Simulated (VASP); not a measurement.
# Rb in VASP: a series of runs

The runs below take Rb through electric field gradients, with r2SCAN.

Program: VASP 6.6.1. These are calculated values, not measurements. Logs are shortened: lines on timing, memory, paths and dates and some standing lists are left out, and cuts for length are marked.

## (1) The cell of the first run

It takes space group I4/mmm (No. 139, tetragonal). The conventional cell has a = 5.789 Å, b = 5.789 Å, c = 5.351 Å, α = 90.00°, β = 90.00°, γ = 90.00°.

## (2) Electric field gradients, r2SCAN (89.68 Å³/atom)

File POSCAR:

```
Rb
1.0
   -2.8947118424      2.8947118424      2.6755722426
    2.8947118424     -2.8947118424      2.6755722426
    2.8947118424      2.8947118424     -2.6755722426
Rb
1
Direct
    0.0000000000      0.0000000000      0.0000000000
```

File INCAR.step1:

```
SYSTEM = Rb
PREC = Accurate
ENCUT = 520
ISMEAR = -1
SIGMA = 0.08
LREAL = .FALSE.
LASPH = .TRUE.
NELM = 80
NBANDS = 10
GGA = PE
ALGO = Normal
EDIFF = 1E-4
LWAVE = .TRUE.
LCHARG = .FALSE.
```

File INCAR.step2:

```
SYSTEM = Rb
PREC = Accurate
ENCUT = 520
EDIFF = 1E-8
ISMEAR = -1
SIGMA = 0.08
LREAL = .FALSE.
LASPH = .TRUE.
NELM = 80
ALGO = Normal
ISIF = 2
LWAVE = .FALSE.
LCHARG = .FALSE.
METAGGA = R2SCAN
LMIXTAU = .TRUE.
LEFG = .TRUE.
NBANDS = 10
ISTART = 1
```

File KPOINTS:

```
regular mesh
0
G
  10 10 10
  0 0 0
```

Potentials or basis: VASP PAW PBE potentials, release 64 (Rb_sv).

Launch:

```sh
$ cat potpaw_PBE.64/Rb_sv/POTCAR > POTCAR
$ cp INCAR.step1 INCAR
$ mpirun -np 1 vasp_std > vasp.out
$ cp INCAR.step2 INCAR
$ mpirun -np 1 vasp_std > vasp.out
```

OUTCAR:

```text
SYSTEM = Rb
   PREC = Accurate
   ENCUT = 520
   EDIFF = 1E-8
   ISMEAR = -1
   LREAL = .FALSE.
   LASPH = .TRUE.
   NELM = 80
   ISIF = 2
   METAGGA = R2SCAN
   ISTART = 1

 ion  position               nearest neighbor table
   1  0.000  0.000  0.000-

  LATTYP: Found a body centered tetragonal cell.
 ALAT       =     5.7894236848
 C/A-ratio  =     0.9242965754

  Lattice vectors:

 A1 = (  -2.8947118424,   2.8947118424,   2.6755722426)
 A2 = (   2.8947118424,  -2.8947118424,   2.6755722426)
 A3 = (   2.8947118424,   2.8947118424,  -2.6755722426)

Analysis of symmetry for initial positions (statically):
=====================================================================
 Subroutine PRICEL returns:
 Original cell was already a primitive cell.

 Routine SETGRP: Setting up the symmetry group for a
 body centered tetragonal supercell.

 Subroutine GETGRP returns: Found 16 space group operations
 (whereof 16 operations were pure point group operations)
 out of a pool of 16 trial point group operations.

The static configuration has the point symmetry D_4h.

Analysis of symmetry for dynamics (positions and initial velocities):
=====================================================================
 Subroutine PRICEL returns:
 Original cell was already a primitive cell.

 Routine SETGRP: Setting up the symmetry group for a
 body centered tetragonal supercell.

 Subroutine GETGRP returns: Found 16 space group operations
 (whereof 16 operations were pure point group operations)
 out of a pool of 16 trial point group operations.

The dynamic configuration has the point symmetry D_4h.

 Subroutine INISYM returns: Found 16 space group operations
 (whereof 16 operations are pure point group operations),
 and found     1 'primitive' translations

----------------------------------------------------------------------------------------

                                     Primitive cell

  volume of cell :      89.6783

  direct lattice vectors                    reciprocal lattice vectors
    -2.894711842  2.894711842  2.675572243     0.000000000  0.172728764  0.186875911
     2.894711842 -2.894711842  2.675572243     0.172728764  0.000000000  0.186875911
     2.894711842  2.894711842 -2.675572243     0.172728764  0.172728764  0.000000000

  length of vectors
[... 115 lines left out ...]
   NGX = 19   NGY = 19   NGZ = 19

 number of electron       9.0000000 magnetization

 Free energy of the ion-electron system (eV)
  ---------------------------------------------------
  ext. energy  EPLUGINS =         0.00000000
  ---------------------------------------------------
  free energy    TOTEN  =       -13.92318609 eV

  energy without entropy =      -13.90442593  energy(sigma->0) =      -13.91380601

 E-fermi :   0.1058     XC(G=0):  -5.7599

 val. band max:        0.0907296066   @ k =  -0.4000   0.4000   0.2000
 cond. band min:       0.1214035537   @ k =  -0.2000   0.4000   0.2000
 fundamental gap:      0.0306739471
 Fermi energy:         0.1057785726

 k-point     1 :       0.0000    0.0000    0.0000
  band No.  band energies     occupation
      1     -29.9674      2.00000
      2     -13.4555      2.00000
      3     -13.4552      2.00000
      4     -13.4552      2.00000
      5      -2.0057      2.00000
      6       3.9446      0.00000
      7       4.4053      0.00000
      8       4.4053      0.00000
      9       4.9052      0.00000
     10       5.5233      0.00000
[... 287 lines left out ...]
 k-point    24 :       0.4000    0.3000    0.0000
  band No.  band energies     occupation
      1     -29.9620      2.00000
      2     -13.5343      2.00000
      3     -13.5153      2.00000
      4     -13.4675      2.00000
      5       0.7664      0.00052
      6       1.4309      0.00000
      7       1.8788      0.00000
      8       4.6886      0.00000
      9       5.2337      0.00000
     10       5.6477      0.00000

 [... further k-points ...]
[... 5 lines left out ...]
  --------------------------------------------------------------------------------------
  -------------------------------------------------------------------------------------
  Total        0.0854530      0.0854530      0.1239983      0.0000000      0.0000000      0.0000000
  in kB        1.5266886      1.5266886      2.2153322      0.0000000      0.0000000      0.0000000
  external PRESSURE =       1.7562365 kB  Pullay stress =       0.0000000 kB

 VOLUME and BASIS-vectors are now :
 -----------------------------------------------------------------------------
  energy-cutoff  :      520.00
  volume of cell :       89.68
      direct lattice vectors                 reciprocal lattice vectors
    -2.894711842  2.894711842  2.675572243     0.000000000  0.172728764  0.186875911
     2.894711842 -2.894711842  2.675572243     0.172728764  0.000000000  0.186875911
     2.894711842  2.894711842 -2.675572243     0.172728764  0.172728764  0.000000000

 POSITION                                       TOTAL-FORCE (eV/Angst)
 -----------------------------------------------------------------------------------
      0.00000      0.00000      0.00000        -0.000000      0.000000      0.000000
 -----------------------------------------------------------------------------------
    total drift:                               -0.000000      0.000000      0.000000

  FREE ENERGIE OF THE ION-ELECTRON SYSTEM (eV)
  ---------------------------------------------------
  free  energy   TOTEN  =       -13.9231860927 eV

  energy  without entropy=      -13.9044259259  energy(sigma->0) =      -13.91380601

 Electric field gradients (V/A^2)
---------------------------------------------------------------------
 ion       V_xx      V_yy      V_zz      V_xy      V_xz      V_yz
---------------------------------------------------------------------
   1      -0.345    -0.345     0.690     0.000     0.000     0.000
---------------------------------------------------------------------

 Electric field gradients after diagonalization (V/A^2)
 (convention: |V_zz| > |V_xx| > |V_yy|)
----------------------------------------------------------------------
 ion       V_xx      V_yy      V_zz     asymmetry (V_yy - V_xx)/ V_zz
----------------------------------------------------------------------
   1      -0.345    -0.345     0.690       0.000
----------------------------------------------------------------------

           NMR quadrupolar parameters

 Cq : quadrupolar parameter    Cq=e*Q*V_zz/h
 eta: asymmetry parameters     (V_yy - V_xx)/ V_zz
 Q  : nuclear electric quadrupole moment in mb (millibarn)
----------------------------------------------------------------------
 ion       Cq(MHz)       eta       Q (mb)
----------------------------------------------------------------------
   1       0.002       0.000       1.000
----------------------------------------------------------------------
```

OUTCAR.step1:

```text
SYSTEM = Rb
   PREC = Accurate
   ENCUT = 520
   ISMEAR = -1
   LREAL = .FALSE.
   LASPH = .TRUE.
[... 529 lines left out ...]
 -----------------------------------------------------------------------------------
      0.00000      0.00000      0.00000         0.000000      0.000000     -0.000000
 -----------------------------------------------------------------------------------
    total drift:                               -0.000000      0.000000      0.000000

  FREE ENERGIE OF THE ION-ELECTRON SYSTEM (eV)
  ---------------------------------------------------
  free  energy   TOTEN  =        -0.9438778050 eV

  energy  without entropy=       -0.9234624583  energy(sigma->0) =       -0.93367013
```

Wall time 4.2 min (1 thread of Intel Xeon Platinum 8488C (Sapphire Rapids), shared host); peak memory 0.27 GiB.

What came out:

| Property | Result |
| --- | --- |
| Free energy | -13.9232 eV |
| Pressure | 0.2 GPa |
| Band gap on the k mesh | zero (an odd number of electrons rules out a gap without spin polarisation) |
| Largest electric field gradient by atom | Rb +0.7 V/Å² |

Levels at points of the mesh, in eV from the Fermi level:
| k point | band 1 | band 2 | band 3 | band 4 | band 5 | band 6 | band 7 | band 8 | band 9 | band 10 |
| --- | --- | --- | --- | --- | --- | --- | --- | --- | --- | --- |
| (0.00, 0.00, 0.00) | -30.07 | -13.56 | -13.56 | -13.56 | -2.11 | 3.84 | 4.30 | 4.30 | 4.80 | 5.42 |
| (0.50, 0.00, 0.00) | -30.07 | -13.66 | -13.60 | -13.57 | 0.39 | 0.81 | 2.73 | 4.88 | 5.44 | 6.01 |
| (0.50, 0.50, 0.00) | -30.07 | -13.66 | -13.59 | -13.56 | 0.26 | 0.59 | 3.21 | 4.59 | 5.58 | 5.82 |
| (0.50, 0.50, 0.50) | -30.06 | -13.64 | -13.64 | -13.62 | 1.18 | 1.42 | 3.28 | 3.28 | 4.16 | 5.75 |

Electric field gradients, principal values (V/Å²):
| atom | least | middle | greatest (by size) |
| --- | --- | --- | --- |
| 1 Rb | -0.345 | -0.345 | 0.690 |

Caveat: without QUAD_EFG the Cq values of the log hold for a quadrupole moment of 1 mb, not for the nuclei; the PAW data sets were made with another functional, which shifts forces and pressure a little.

## (3) Electric field gradients, r2SCAN

This run uses another cell than the first one, of 95.35 Å³/atom.

File POSCAR:

```
Rb
1.0
   -2.9545118615      2.9545118615      2.7308451955
    2.9545118615     -2.9545118615      2.7308451955
    2.9545118615      2.9545118615     -2.7308451955
Rb
1
Direct
    0.0000000000      0.0000000000      0.0000000000
```

File INCAR.step1:

```
PREC = Accurate
ENCUT = 520
ISMEAR = -1
SIGMA = 0.08
LREAL = False
LASPH = True
NELM = 80
NBANDS = 10
GGA = PE
ALGO = Normal
EDIFF = 1E-4
LWAVE = True
LCHARG = False
```

File INCAR.step2:

```
PREC = Accurate
ENCUT = 520
EDIFF = 1E-8
ISMEAR = -1
SIGMA = 0.08
LREAL = False
LASPH = True
NELM = 80
ALGO = Normal
ISIF = 2
LWAVE = False
LCHARG = False
METAGGA = R2SCAN
LMIXTAU = True
LEFG = True
NBANDS = 10
ISTART = 1
```

File KPOINTS:

```
regular mesh
0
Gamma
  10 10 10
```

Potentials or basis: VASP PAW PBE potentials, release 64 (Rb_sv).

Launch:

```sh
$ cat potpaw_PBE.64/Rb_sv/POTCAR > POTCAR
$ cp INCAR.step1 INCAR
$ mpirun -np 1 vasp_std > vasp.out
$ cp INCAR.step2 INCAR
$ mpirun -np 1 vasp_std > vasp.out
```

OUTCAR:

```text
PREC = Accurate
   ENCUT = 520
   EDIFF = 1E-8
   ISMEAR = -1
   LREAL = False
   LASPH = True
   NELM = 80
   ISIF = 2
   METAGGA = R2SCAN
   ISTART = 1

 ion  position               nearest neighbor table
   1  0.000  0.000  0.000-

  LATTYP: Found a body centered tetragonal cell.
 ALAT       =     5.9090237230
 C/A-ratio  =     0.9242965754

  Lattice vectors:

 A1 = (  -2.9545118615,   2.9545118615,   2.7308451955)
 A2 = (   2.9545118615,  -2.9545118615,   2.7308451955)
 A3 = (   2.9545118615,   2.9545118615,  -2.7308451955)

Analysis of symmetry for initial positions (statically):
=====================================================================
 Subroutine PRICEL returns:
 Original cell was already a primitive cell.

 Routine SETGRP: Setting up the symmetry group for a
[... 495 lines left out ...]
  external PRESSURE =      -0.0332993 kB  Pullay stress =       0.0000000 kB

 VOLUME and BASIS-vectors are now :
 -----------------------------------------------------------------------------
  energy-cutoff  :      520.00
  volume of cell :       95.35
      direct lattice vectors                 reciprocal lattice vectors
    -2.954511861  2.954511861  2.730845196     0.000000000  0.169232693  0.183093498
     2.954511861 -2.954511861  2.730845196     0.169232693  0.000000000  0.183093498
     2.954511861  2.954511861 -2.730845196     0.169232693  0.169232693  0.000000000

 POSITION                                       TOTAL-FORCE (eV/Angst)
 -----------------------------------------------------------------------------------
      0.00000      0.00000      0.00000         0.000000     -0.000000      0.000000
 -----------------------------------------------------------------------------------
    total drift:                                0.000000     -0.000000     -0.000000

  FREE ENERGIE OF THE ION-ELECTRON SYSTEM (eV)
  ---------------------------------------------------
  free  energy   TOTEN  =       -13.9261215238 eV

  energy  without entropy=      -13.9070930494  energy(sigma->0) =      -13.91660729

 Electric field gradients (V/A^2)
---------------------------------------------------------------------
 ion       V_xx      V_yy      V_zz      V_xy      V_xz      V_yz
---------------------------------------------------------------------
   1      -0.268    -0.268     0.536    -0.000    -0.000    -0.000
---------------------------------------------------------------------

 Electric field gradients after diagonalization (V/A^2)
 (convention: |V_zz| > |V_xx| > |V_yy|)
----------------------------------------------------------------------
 ion       V_xx      V_yy      V_zz     asymmetry (V_yy - V_xx)/ V_zz
----------------------------------------------------------------------
   1      -0.268    -0.268     0.536       0.000
----------------------------------------------------------------------

           NMR quadrupolar parameters

 Cq : quadrupolar parameter    Cq=e*Q*V_zz/h
 eta: asymmetry parameters     (V_yy - V_xx)/ V_zz
 Q  : nuclear electric quadrupole moment in mb (millibarn)
----------------------------------------------------------------------
 ion       Cq(MHz)       eta       Q (mb)
----------------------------------------------------------------------
   1       0.001       0.000       1.000
----------------------------------------------------------------------
```

OUTCAR.step1:

```text
PREC = Accurate
   ENCUT = 520
   ISMEAR = -1
   LREAL = False
   LASPH = True
   NELM = 80
[... 528 lines left out ...]
 POSITION                                       TOTAL-FORCE (eV/Angst)
 -----------------------------------------------------------------------------------
      0.00000      0.00000      0.00000        -0.000000     -0.000000     -0.000000
 -----------------------------------------------------------------------------------
    total drift:                                0.000000      0.000000     -0.000000

  FREE ENERGIE OF THE ION-ELECTRON SYSTEM (eV)
  ---------------------------------------------------
  free  energy   TOTEN  =        -0.9428103458 eV

  energy  without entropy=       -0.9220970641  energy(sigma->0) =       -0.93245370
```

Wall time 6.7 min (1 thread of Intel Xeon Platinum 8488C (Sapphire Rapids), shared host); peak memory 0.3 GiB.

What came out:

```
Free energy                             : -13.9261 eV
Pressure                                : 0.0 GPa
Band gap on the k mesh                  : zero (an odd number of electrons rules out a gap without spin polarisation)
Largest electric field gradient by atom : Rb +0.5 V/Å²
```

Electric field gradients, principal values (V/Å²):
| atom | least | middle | greatest (by size) |
| --- | --- | --- | --- |
| 1 Rb | -0.268 | -0.268 | 0.536 |

Caveat: without QUAD_EFG the Cq values of the log hold for a quadrupole moment of 1 mb, not for the nuclei; the PAW data sets were made with another functional, which shifts forces and pressure a little.

(Continued in part 2 of 2.)

The gap in the log of VASP goes by the Fermi energy; the results here count the filled bands.